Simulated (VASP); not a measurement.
# GaSb: single point with PBE

GaSb:

```
Ga Sb
1.0
     7.46040    0.00000    0.00000
     0.00000    7.46040    0.00000
     0.00000    0.00000    4.24351
Ga Sb
4 4
Direct
  0.66751 0.66751 0.50000
  0.16751 0.83249 0.25000
  0.33249 0.33249 0.00000
  0.83249 0.16751 0.75000
  0.82701 0.82701 0.00000
  0.32701 0.67299 0.75000
  0.17299 0.17299 0.50000
  0.67299 0.32701 0.25000
```

The cell was built from a structure type or drawn by symmetry, and may not be a known phase.

* Program: VASP 6.6.1
* Task: single point
* Functional: PBE
* Potentials or basis: VASP PAW PBE potentials, release 64 (Ga_d, Sb)
* Cutoff: 520 eV
* k mesh: 6 × 6 × 10
* Occupations: gaussian, width 0.1 eV
* Spin: no spin polarisation
* Dipole correction: no
* Further INCAR settings: ALGO = Normal; EDIFF = 1e-06; NBANDS = 46

```yaml
Pressure: 0.1 GPa
Largest_force: 0.006 eV/Å
Band_gap_on_the_k_mesh: zero (bands 36 and 37 overlap by 0.30 eV)
```

Forces in eV/Å, atoms in the order of the input:
```
Ga   0.004  0.004  0.000
Ga   0.004 -0.004  0.000
Ga  -0.004 -0.004  0.000
Ga  -0.004  0.004  0.000
Sb  -0.003 -0.003  0.000
Sb  -0.003  0.003  0.000
Sb   0.003  0.003  0.000
Sb   0.003 -0.003  0.000
```

Levels at points of the mesh, in eV from the Fermi level:
| k point | band 34 | band 35 | band 36 | band 37 | band 38 | band 39 |
| --- | --- | --- | --- | --- | --- | --- |
| (0.00, 0.00, 0.00) | -0.87 | -0.40 | -0.40 | -0.28 | 0.99 | 0.99 |
| (0.50, 0.00, 0.00) | -1.08 | -0.74 | -0.74 | 0.83 | 0.83 | 1.64 |
| (0.50, 0.50, 0.00) | -1.12 | -0.91 | -0.91 | 0.53 | 0.53 | 1.46 |
| (0.00, 0.00, 0.50) | -2.48 | -1.72 | -1.72 | 0.67 | 0.67 | 2.07 |
| (0.50, 0.00, 0.50) | -1.37 | -1.11 | -1.11 | 0.80 | 0.80 | 0.92 |
| (0.50, 0.50, 0.50) | -1.63 | -1.63 | -1.63 | 0.23 | 0.23 | 0.23 |

Wall time 4.6 min on 1 thread of Intel(R) Xeon(R) 6975P-C (Granite Rapids), with other jobs on the host, peak memory 0.64 GiB.

Caveat: semilocal functionals underestimate gaps, so a narrow gap can read as zero; spin-orbit coupling is left out, which moves the levels of the heavy elements.
